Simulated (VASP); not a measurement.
# VSnTe3 (P-6m2) in VASP: notebook

The runs below take VSnTe3 through single point, relaxation of cell and atoms, with PBE.

All numbers are computed with VASP 6.6.1; they aren't measurements. Logs are shortened: lines on timing, memory, paths and dates and some standing lists are left out, and cuts for length are marked.

### 1 The cell of the first run

It takes space group P-6m2 (No. 187, hexagonal). Conventional cell: a = 4.567 Å, b = 4.567 Å, c = 8.141 Å, α = 90.00°, β = 90.00°, γ = 120.00°. V (site symmetry -6m2) has 9 Te at 2.64 to 3.43 Å within 3.5 Å. Within 4.3 Å of Sn (site symmetry -6m2) lie 8 Te at 3.24 to 4.07 Å. Te (site symmetry 3m) has 3 Sn at 3.24 Å and 3 V at 3.43 Å and 11 Te at 3.43 to 4.57 Å within 4.6 Å. Te (site symmetry -6m2) has 3 V at 2.64 Å and 6 Te at 3.43 Å within 3.5 Å.

The cell was generated, and may not be a known phase.

### 2 Single point, PBE, collinear spin, ferromagnetic start

File INCAR:

```
ALGO     = Normal         # electronic algorithm
EDIFF    = 1E-7           # SCF threshold, eV
ENCUT    = 520            # plane-wave cutoff, eV
GGA      = PE             # functional
ISIF     = 2              # what is computed and relaxed
ISMEAR   = 0              # smearing method
ISPIN    = 2              # spin polarisation
LASPH    = True           # aspherical terms in the spheres
LCHARG   = False          # write CHGCAR
LMAXMIX  = 4              # l up to which the mixer works
LORBIT   = 11             # projections on sites
LREAL    = False          # projectors in reciprocal space
LWAVE    = False          # write WAVECAR
MAGMOM   = 2 0 0 0 0      # initial moments
NBANDS   = 34             # bands
NELM     = 150            # most SCF steps
PREC     = Accurate       # precision mode
SIGMA    = 0.2            # smearing width, eV
```

File KPOINTS:

```
k-points
0
Gamma
  4 4 3
```

File POSCAR:

```
VSnTe3
1.0
    4.5673869704      0.0000000000      0.0000000000
   -2.2836934852      3.9554731453      0.0000000000
    0.0000000000      0.0000000000      8.1412555511
V Sn Te
1 1 3
Direct
    0.3333333333      0.6666666667      0.5000000000
    0.6666666667      0.3333333333      0.0000000000
    0.0000000000      0.0000000000      0.7685305259
    0.0000000000      0.0000000000      0.2314694741
    0.6666666667      0.3333333333      0.5000000000
```

Potentials or basis: VASP PAW PBE potentials, release 64 (V_sv, Sn_d, Te).

Started as:

```bash
$ cat potpaw_PBE.64/V_sv/POTCAR potpaw_PBE.64/Sn_d/POTCAR potpaw_PBE.64/Te/POTCAR > POTCAR
$ mpirun -np 1 vasp_std > vasp.out
```

OUTCAR:

```text
EDIFF = 1E-7
   ENCUT = 520
   GGA = PE
   ISIF = 2
   ISMEAR = 0
   ISPIN = 2
   LASPH = True
   LORBIT = 11
   LREAL = False
   NELM = 150
   PREC = Accurate

 ion  position               nearest neighbor table
   1  0.333  0.667  0.500-   5 2.64   5 2.64   5 2.64
   2  0.667  0.333  0.000-   3 3.24   4 3.24   3 3.24   4 3.24   3 3.24   4 3.24
   3  0.000  0.000  0.769-   2 3.24   2 3.24   2 3.24   5 3.43   5 3.43   5 3.43
   4  0.000  0.000  0.231-   2 3.24   2 3.24   2 3.24   5 3.43   5 3.43   5 3.43
   5  0.667  0.333  0.500-   1 2.64   1 2.64   1 2.64   4 3.43   3 3.43   3 3.43   4 3.43   3 3.43
                             4 3.43

  LATTYP: Found a hexagonal cell.
 ALAT       =     4.5673869704
 C/A-ratio  =     1.7824755388

  Lattice vectors:

 A1 = (   4.5673869704,   0.0000000000,   0.0000000000)
 A2 = (  -2.2836934852,   3.9554731453,   0.0000000000)
 A3 = (   0.0000000000,   0.0000000000,   8.1412555511)

Analysis of symmetry for initial positions (statically):
=====================================================================
 Subroutine PRICEL returns:
 Original cell was already a primitive cell.

 Routine SETGRP: Setting up the symmetry group for a
 hexagonal supercell.

 Subroutine GETGRP returns: Found 12 space group operations
 (whereof 12 operations were pure point group operations)
 out of a pool of 24 trial point group operations.

The static configuration has the point symmetry D_3h.

Analysis of symmetry for dynamics (positions and initial velocities):
=====================================================================
 Subroutine PRICEL returns:
 Original cell was already a primitive cell.

 Routine SETGRP: Setting up the symmetry group for a
 hexagonal supercell.

 Subroutine GETGRP returns: Found 12 space group operations
 (whereof 12 operations were pure point group operations)
 out of a pool of 24 trial point group operations.

The dynamic configuration has the point symmetry D_3h.

Analysis of structural, dynamic, and magnetic symmetry:
=====================================================================
 Subroutine PRICEL returns:
 Original cell was already a primitive cell.

 Routine SETGRP: Setting up the symmetry group for a
 hexagonal supercell.

 Subroutine GETGRP returns: Found 12 space group operations
 (whereof 12 operations were pure point group operations)
 out of a pool of 24 trial point group operations.

The overall configuration has the point symmetry D_3h.

 Subroutine INISYM returns: Found 12 space group operations
 (whereof 12 operations are pure point group operations),
 and found     1 'primitive' translations

----------------------------------------------------------------------------------------

                                     Primitive cell

  volume of cell :     147.0814

  direct lattice vectors                    reciprocal lattice vectors
     4.567386970  0.000000000  0.000000000     0.218943568  0.126407128  0.000000000
    -2.283693485  3.955473145  0.000000000     0.000000000  0.252814256  0.000000000
     0.000000000  0.000000000  8.141255551     0.000000000  0.000000000  0.122831177

  length of vectors
     4.567386970  4.567386970  8.141255551     0.252814256  0.252814256  0.122831177

  position of ions in fractional coordinates (direct lattice)
     0.333333333  0.666666667  0.500000000
     0.666666667  0.333333333  0.000000000
     0.000000000  0.000000000  0.768530526
     0.000000000  0.000000000  0.231469474
     0.666666667  0.333333333  0.500000000

  ion indices of the primitive-cell ions
   primitive index   ion index
                 1           1
                 2           2
                 3           3
                 4           4
                 5           5

----------------------------------------------------------------------------------------

 KPOINTS: k-points

Automatic generation of k-mesh.
 Grid dimensions read from file:
 generate k-points for:    4    4    3

 Generating k-lattice:

  Cartesian coordinates                     Fractional coordinates (reciprocal lattice)
     0.054735892  0.031601782  0.000000000     0.250000000  0.000000000  0.000000000
     0.000000000  0.063203564  0.000000000     0.000000000  0.250000000  0.000000000
     0.000000000  0.000000000  0.040943726     0.000000000  0.000000000  0.333333333

  Length of vectors
     0.063203564  0.063203564  0.040943726

  Shift w.r.t. Gamma in fractional coordinates (k-lattice)
     0.000000000  0.000000000  0.000000000

 Subroutine IBZKPT returns following result:
 ===========================================

 Found      8 irreducible k-points:

 Following reciprocal coordinates:
            Coordinates               Weight
  0.000000  0.000000  0.000000      1.000000
  0.250000 -0.000000  0.000000      6.000000
  0.500000 -0.000000  0.000000      3.000000
  0.250000  0.250000  0.000000      6.000000
  0.000000  0.000000  0.333333      2.000000
  0.250000 -0.000000  0.333333     12.000000
  0.500000 -0.000000  0.333333      6.000000
  0.250000  0.250000  0.333333     12.000000
   k-points           NKPTS =      8   k-points in BZ     NKDIM =      8   number of bands    NBANDS=     34
   number of dos      NEDOS =    301   number of ions     NIONS =      5
   total plane-waves  NPLWV =  82944
   dimension x,y,z NGX =    36 NGY =   36 NGZ =   64
   dimension x,y,z NGXF=    72 NGYF=   72 NGZF=  128
   ions per type =               1   1   3
   NGX,Y,Z   is equivalent  to a cutoff of  13.10, 13.10, 13.07 a.u.
   NGXF,Y,Z  is equivalent  to a cutoff of  26.21, 26.21, 26.14 a.u.
 SYSTEM =  unknown system
   PREC   = accura    normal or accurate (medium, high low for compatibility)
   ISTART =      0    job   : 0-new  1-cont  2-samecut
   ICHARG =      2    charge: 1-file 2-atom 10-const
   ISPIN  =      2    spin polarized calculation?
   LNONCOLLINEAR =      F non collinear calculations
   LSORBIT =      F    spin-orbit coupling
   LASPH  =      T    aspherical Exc in radial PAW
   ENCUT  =  520.0 eV  38.22 Ry    6.18 a.u.   8.49  8.49 15.14*2*pi/ulx,y,z
   NELM   =    150;   NELMIN=  2; NELMDL= -5     # of ELM steps
   EDIFF  = 0.1E-06   stopping-criterion for ELM
   LREAL  =      F    real-space projection
   EDIFFG = 0.1E-05   stopping-criterion for IOM
   NSW    =      0    number of steps for IOM
   IBRION =     -1    ionic relax: 0-MD 1-quasi-New 2-CG
   NFREE  =      0    steps in history (QN), initial steepest desc. (CG)
   ISIF   =      2    stress and relaxation
   ISYM   =      2    0-nonsym 1-usesym 2-fastsym
   POTIM  = 0.5000    time-step for ionic-motion
   TEBEG  =    0.0;   TEEND  =   0.0 temperature during run
   PSTRESS=    0.0 pullay stress
   NELECT =      45.0000    total number of electrons
   NUPDOWN=      -1.0000    fix difference up-down
   EMIN   =  10.00;   EMAX   =-10.00  energy-range for DOS
   EFERMI =   0.00;   METHOD = LEGACY
   ISMEAR =     0;   SIGMA  =   0.20  broadening in eV -4-tet -1-fermi 0-gaus
   EFERMI_NEDOS =   21; number of points for ismear=-14 and -15
   IALGO  =     38    algorithm
   IMIX   =      4    mixing-type and parameters
     AMIX     =   0.40;   BMIX     =  1.00
     AMIX_MAG =   1.60;   BMIX_MAG =  1.00
  volume/ion in A,a.u.               =      29.42       198.51
  Fermi-wavevector in a.u.,A,eV,Ry     =   1.103129  2.084612 16.556854  1.216894
  Thomas-Fermi vector in A             =   2.239583
   LORBIT       =     11    0 simple, 1 ext, 2 COOP (PROOUT), +10 PAW based schemes
   GGA     = PE    functional components
   LHFCALC =     F    Hartree Fock is set to
   AEXX    =    0.0000 exact exchange contribution
   IVDW    =     0    specifies the selected vdW correction
   LEPSILON=     F    determine dielectric tensor
   LRPA    =     F    only Hartree local field effects (RPA)
 spin polarized calculation
 Gauss-broadening in eV      SIGMA  =   0.20
  energy-cutoff  :      520.00
  volume of cell :      147.08
 maximum number of plane-waves:      3996
 NGX is ok and might be reduce to    36
   NGX = 17   NGY = 17   NGZ = 31

 number of electron      45.0000004 magnetization       2.0497908

 Free energy of the ion-electron system (eV)
  ---------------------------------------------------
  ext. energy  EPLUGINS =         0.00000000
  ---------------------------------------------------
  free energy    TOTEN  =       -21.58700843 eV

  energy without entropy =      -21.51352859  energy(sigma->0) =      -21.55026851

 E-fermi :   6.5087     XC(G=0):  -9.5722

 val. band max:        6.4649031125   @ k =   0.2500  -0.0000   0.3333
 cond. band min:       6.5328106392   @ k =   0.2500  -0.0000   0.0000
 fundamental gap:      0.0679075267
 Fermi energy:         6.5087003540

 spin component 1

 k-point     1 :       0.0000    0.0000    0.0000
  band No.  band energies     occupation
      1     -58.5077      1.00000
      2     -32.4272      1.00000
      3     -32.3744      1.00000
      4     -32.3744      1.00000
      5     -15.1044      1.00000
      6     -15.1044      1.00000
[... 285 lines left out ...]
     33      12.4817      0.00000
     34      13.4129      0.00000
 Fermi energy:         6.5087003540

 spin component 2

 k-point     1 :       0.0000    0.0000    0.0000
  band No.  band energies     occupation
      1     -56.3643      1.00000
      2     -30.3599      1.00000
      3     -30.3599      1.00000
      4     -30.0752      1.00000
      5     -15.0970      1.00000
      6     -15.0970      1.00000
[... 285 lines left out ...]
     33      12.6545      0.00000
     34      13.6147      0.00000

------------------------ aborting loop because EDIFF is reached ----------------------------------------

  FORCE on cell =-STRESS in cart. coord.  units (eV):
  Direction    XX          YY          ZZ          XY          YZ          ZX
  --------------------------------------------------------------------------------------
  -------------------------------------------------------------------------------------
  Total        0.0577584      0.0577584      0.3737569      0.0000000      0.0000000      0.0000000
  in kB        0.6291706      0.6291706      4.0713850      0.0000000      0.0000000      0.0000000
  external PRESSURE =       1.7765754 kB  Pullay stress =       0.0000000 kB

 VOLUME and BASIS-vectors are now :
 -----------------------------------------------------------------------------
  energy-cutoff  :      520.00
  volume of cell :      147.08
      direct lattice vectors                 reciprocal lattice vectors
     4.567386970  0.000000000  0.000000000     0.218943568  0.126407128  0.000000000
    -2.283693485  3.955473145  0.000000000     0.000000000  0.252814256  0.000000000
     0.000000000  0.000000000  8.141255551     0.000000000  0.000000000  0.122831177

 POSITION                                       TOTAL-FORCE (eV/Angst)
 -----------------------------------------------------------------------------------
     -0.00000      2.63698      4.07063         0.000000     -0.000000      0.000000
      2.28369      1.31849      0.00000         0.000000     -0.000000      0.000000
      0.00000      0.00000      6.25680         0.000000     -0.000000      0.070717
      0.00000      0.00000      1.88445         0.000000      0.000000     -0.070717
      2.28369      1.31849      4.07063        -0.000000      0.000000      0.000000
 -----------------------------------------------------------------------------------
    total drift:                               -0.000000      0.000000      0.000000

  FREE ENERGIE OF THE ION-ELECTRON SYSTEM (eV)
  ---------------------------------------------------
  free  energy   TOTEN  =       -21.5870084289 eV

  energy  without entropy=      -21.5135285877  energy(sigma->0) =      -21.55026851

 total charge

# of ion       s       p       d       tot
------------------------------------------
    1        2.203   6.095   3.088  11.385
    2        1.340   0.737   9.966  12.042
    3        1.415   1.860   0.030   3.305
    4        1.415   1.860   0.030   3.305
    5        1.387   1.984   0.073   3.444
--------------------------------------------------
tot          7.759  12.536  13.187  33.482

 magnetization (x)

# of ion       s       p       d       tot
------------------------------------------
    1        0.029   0.015   2.128   2.172
    2       -0.019   0.071  -0.004   0.048
    3        0.004  -0.122   0.004  -0.114
    4        0.004  -0.122   0.004  -0.114
    5       -0.010  -0.177   0.015  -0.172
--------------------------------------------------
tot          0.007  -0.334   2.147   1.820
```

It took 1.9 min on 1 thread of Intel Xeon Platinum 8259CL at 2.50GHz (Skylake/Cascade Lake), shared host; peak memory 0.37 GiB.

Results:

| Item | Value |
| --- | --- |
| Free energy | -21.5870 eV |
| Pressure | 0.2 GPa |
| Largest force | 0.071 eV/Å |
| Net moment | 2.05 μB per cell |
| Site moments | V +2.17; Sn +0.05; Te -0.11, -0.17 (each value once) μB |
| Valence electrons inside the program's atomic spheres | V 11.38; Sn 12.04; Te 3.31, 3.44 (each value once) |

Forces on the atoms (eV/Å):
```
V    0.000  0.000  0.000
Sn   0.000  0.000  0.000
Te   0.000  0.000  0.071
Te   0.000  0.000 -0.071
Te   0.000  0.000  0.000
```

Caveat: the k points lie up to 0.40 Å⁻¹ apart; spin-orbit coupling is left out, which moves the levels of the heavy elements.

### 3 Relaxation of cell and atoms, PBE, collinear spin, ferromagnetic start

This run uses another cell than the first one, of 26.53 Å³/atom.

File INCAR:

```
ALGO = Normal
EDIFF = 1E-6
EDIFFG = -0.08
ENCUT = 600
GGA = PE
IBRION = 2
ISIF = 3
ISMEAR = 0
ISPIN = 2
LASPH = T
LCHARG = F
LMAXMIX = 4
LORBIT = 11
LREAL = F
LWAVE = F
MAGMOM = 2 0 0 0 0
NELM = 150
NSW = 36
PREC = Accurate
SIGMA = 0.2
```

KPOINTS is that of step 2.

File POSCAR:

```
VSnTe3
1.0
    4.9878381800      0.0000000000      0.0000000000
   -2.4939190900      4.3195945700      0.0000000000
    0.0000000000      0.0000000000      6.1577118900
V Sn Te
1 1 3
Direct
    0.3333333300      0.6666666700      0.5000000000
    0.6666666700      0.3333333300      0.0000000000
    0.0000000000      0.0000000000      0.7552470000
    0.0000000000      0.0000000000      0.2447530000
    0.6666666700      0.3333333300      0.5000000000
```

Potentials or basis: VASP PAW PBE potentials, release 64 (V_sv, Sn_d, Te).

Started as:

```bash
$ cat potpaw_PBE.64/V_sv/POTCAR potpaw_PBE.64/Sn_d/POTCAR potpaw_PBE.64/Te/POTCAR > POTCAR
$ mpirun -np 1 vasp_std > vasp.out
```

Wall time 26 min (1 thread of Intel Xeon Platinum 8259CL at 2.50GHz (Skylake/Cascade Lake), shared host); peak memory 0.38 GiB.

The run converged. Its results:

```yaml
Free_energy: -21.2070 eV
Relaxed_volume: 28.96 Å³/atom
Relaxed_cell: a = 4.456 Å, b = 4.456 Å, c = 8.421 Å, α = 90.00°, β = 90.00°, γ = 120.00°
Space_group_after_relaxing_to_0.1_Å: P-6m2 (No. 187)
Energy_gained_by_relaxing: 156.4 meV/atom
Ionic_steps: 18
Pressure_after_relaxing: 0.1 GPa
Net_moment: 0.00 μB per cell
Valence_electrons_inside_the_program's_atomic_spheres: V 11.41; Sn 12.06; Te 3.31, 3.48 (each value once)
```

Stress tensor (GPa, compression positive):
```
0.12 0.00 0.00
0.00 0.12 0.00
0.00 0.00 0.00
```

The path:
| step | energy change (eV) | largest force (eV/Å) | pressure (GPa) | volume (Å³) |
| --- | --- | --- | --- | --- |
| 1 | 0.0000 | 0.3816 | 4.70 | 132.67 |
| 2 | 0.0482 | 0.1283 | -3.31 | 147.78 |
| 3 | 0.0475 | 0.1349 | -3.33 | 147.43 |
| 4 | -0.3288 | 0.0549 | -1.03 | 141.39 |
| 5 | 0.4710 | 1.1564 | 15.71 | 120.16 |
| 6 | -0.5073 | 0.2759 | 2.03 | 135.75 |
| 7 | -0.5076 | 0.3359 | 2.73 | 134.59 |
| 8 | -0.6430 | 0.5426 | 1.41 | 140.15 |
| 9 | -0.6528 | 0.5590 | 0.46 | 144.61 |
| 10 | -0.6685 | 0.5766 | 0.90 | 142.45 |
| 11 | -0.6690 | 0.5757 | 0.80 | 142.98 |
| 12 | -0.7072 | 0.4313 | -0.73 | 146.55 |
| 13 | -0.7085 | 0.4014 | -1.01 | 147.32 |
| 14 | -0.7408 | 0.2979 | -0.65 | 145.91 |
| 15 | -0.7635 | 0.0242 | 0.46 | 142.67 |
| 16 | -0.7656 | 0.0662 | 0.19 | 143.45 |
| 17 | -0.7756 | 0.0434 | 0.12 | 143.97 |
| 18 | -0.7818 | 0.0014 | 0.08 | 144.82 |

Final structure:
```yaml
crystal:
  lattice:
    - [4.45616, 0.00000, 0.00000]
    - [-2.22808, 3.85915, 0.00000]
    - [0.00000, 0.00000, 8.42123]
  atoms:
    - { symbol: V, position: [0.33333, 0.66667, 0.50000] }
    - { symbol: Sn, position: [0.66667, 0.33333, 0.00000] }
    - { symbol: Te, position: [0.00000, 0.00000, 0.77086] }
    - { symbol: Te, position: [0.00000, 0.00000, 0.22914] }
    - { symbol: Te, position: [0.66667, 0.33333, 0.50000] }
```

Levels at points of the mesh, in eV from the Fermi level:
Spin up:
| k point | band 20 | band 21 | band 22 | band 23 | band 24 | band 25 | band 26 | band 27 |
| --- | --- | --- | --- | --- | --- | --- | --- | --- |
| (0.00, 0.00, 0.00) | -1.24 | -1.10 | -0.57 | 0.03 | 0.03 | 0.08 | 1.53 | 1.53 |
| (0.50, 0.00, 0.00) | -1.93 | -1.15 | -0.30 | -0.21 | 0.16 | 0.41 | 1.18 | 1.19 |
Spin down:
| k point | band 21 | band 22 | band 23 | band 24 | band 25 | band 26 |
| --- | --- | --- | --- | --- | --- | --- |
| (0.00, 0.00, 0.00) | -1.10 | -0.57 | 0.03 | 0.03 | 0.08 | 1.53 |
| (0.50, 0.00, 0.00) | -1.15 | -0.30 | -0.21 | 0.16 | 0.41 | 1.18 |

Caveat: the k points lie up to 0.41 Å⁻¹ apart in the final cell; the moments typed at the start vanished in this run; a cell axis changed by over 15 % at a fixed basis, so the end point is rough; spin-orbit coupling is left out, which moves the levels of the heavy elements.
